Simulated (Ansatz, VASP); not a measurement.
# Two plane-wave programs on SnO

INCAR

```
SYSTEM = SnO
  PREC = Accurate
  ENCUT = 520
  EDIFF = 1E-8
  ISMEAR = -1
  SIGMA = 0.01
  LREAL = .False.
  LASPH = .True.
  NELM = 100
  ALGO = Normal
  ISIF = 2
  LWAVE = .False.
  LCHARG = .False.
  GGA = PE
  LEFG = .True.
  NBANDS = 28
```

Contents of KPOINTS:

```
Automatic mesh
0
Gamma
  8 8 6
  0 0 0
```

The input POSCAR:

```
SnO
1.0
    3.7892841860      0.0000000000      0.0000000000
    0.0000000000      3.7892841860      0.0000000000
    0.0000000000      0.0000000000      4.8198259661
Sn O
2 2
Direct
    0.0000000000      0.5000000000      0.2385000000
    0.5000000000      0.0000000000      0.7615000000
    0.0000000000      0.0000000000      0.0000000000
    0.5000000000      0.5000000000      0.0000000000
```

Input for Ansatz:

```yaml
crystal:
  lattice:
    - [3.789284186, 0.0, 0.0]
    - [0.0, 3.789284186, 0.0]
    - [0.0, 0.0, 4.8198259661]
  atoms:
    - { symbol: Sn, position: [0.0, 0.5, 0.2385] }
    - { symbol: Sn, position: [0.5, 0.0, 0.7615] }
    - { symbol: O, position: [0.0, 0.0, 0.0] }
    - { symbol: O, position: [0.5, 0.5, 0.0] }
kpoints:
  mp_grid: { grid: [8, 8, 6] }
scf:
  occupations: { method: fermi_dirac, width: 0.01 }
hamiltonian:
  xc: pbe
  pseudopotentials: { kind: paw }
output:
  forces: true
  stress: true
  eigenvalues: true
  efg: { contact_densities: true }
```

Change from the starting cell: volume scaled by 0.99, PAW files.

Alike in both runs: task electric field gradients; functional PBE; k mesh 8 × 8 × 6; occupations fermi-dirac, width 0.01 eV; no spin polarisation.

|  | VASP | Ansatz |
| --- | --- | --- |
| version | VASP 6.6.1 | Ansatz 0.2.0 |
| potentials or method | VASP PAW PBE potentials, release 64 (Sn_d, O) | PAW with Ansatz's default frozen-core files, scalar-relativistic |
| plane-wave cutoff (eV) | 520 | 420 |
| valence electrons in the cell | 40 | 40 |

Ansatz gave:

* pressure (GPa): 5.2
* traceless stress, the component that is largest in VASP (GPa): -0.95
* rms of the force components (eV/Å): 0.207
* size of Vzz on the site where it differs most (V/Å²): 176.9

Task: Which values does VASP return?

Result: Pressure (GPa): 5.5; traceless stress, the component that is largest in VASP (GPa): -0.93; rms of the force components (eV/Å): 0.242; size of Vzz on the site where it differs most (V/Å²): 167.2.

Atom by atom the forces differ by 0.035 eV/Å (rms over components). The functional is the same, so the differences come from potentials, cutoffs and numerics.
